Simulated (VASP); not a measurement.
The system is Sr3PRh.

```xyz
5
Lattice="5.2524 0.0000 0.0000 0.0000 5.2524 0.0000 0.0000 0.0000 5.2524" Properties=species:S:1:pos:R:3 pbc="T T T"
Sr    2.6262    2.6262    0.0000
Sr    2.6262    0.0000    2.6262
Sr    0.0000    2.6262    2.6262
P     0.0000    0.0000    0.0000
Rh    2.6262    2.6262    2.6262
```

The cell was generated, and may not be a known phase.

```yaml
Program: VASP 6.6.1
Task: relaxation of cell and atoms
Functional: PBE
Potentials_or_basis: VASP PAW PBE potentials, release 64 (Sr_sv, P, Rh_sv_GW)
Cutoff: 620 eV
k_mesh: 4 × 4 × 4
Occupations: gaussian, width 0.1 eV
Spin: no spin polarisation
```

At the start: pressure 7.8 GPa; volume 28.98 Å³/atom.

Question: How do energy, volume and symmetry change on relaxing?

Answer: Over 3 steps the energy falls by 112.5 meV/atom and the volume is 34.28 Å³/atom (+18.3 %); space group Pm-3m (No. 221, to 0.1 Å) before and after.

The path:
```
step  energy change (eV)  largest force (eV/Å)  pressure (GPa)  volume (Å³)
   1              0.0000                0.0000            7.79       144.90
   2             -0.5491                0.0000           -0.86       176.51
   3             -0.5624                0.0000            0.04       171.40
```

Final structure:
```xyz
5
Lattice="5.5548 0.0000 0.0000 0.0000 5.5548 0.0000 0.0000 0.0000 5.5548" Properties=species:S:1:pos:R:3 pbc="T T T"
Sr    2.7774    2.7774    0.0000
Sr    2.7774    0.0000    2.7774
Sr    0.0000    2.7774    2.7774
P     0.0000    0.0000    0.0000
Rh    2.7774    2.7774    2.7774
```

Caveat: the volume moved by over 15 % at a fixed basis, so the end points are rough.
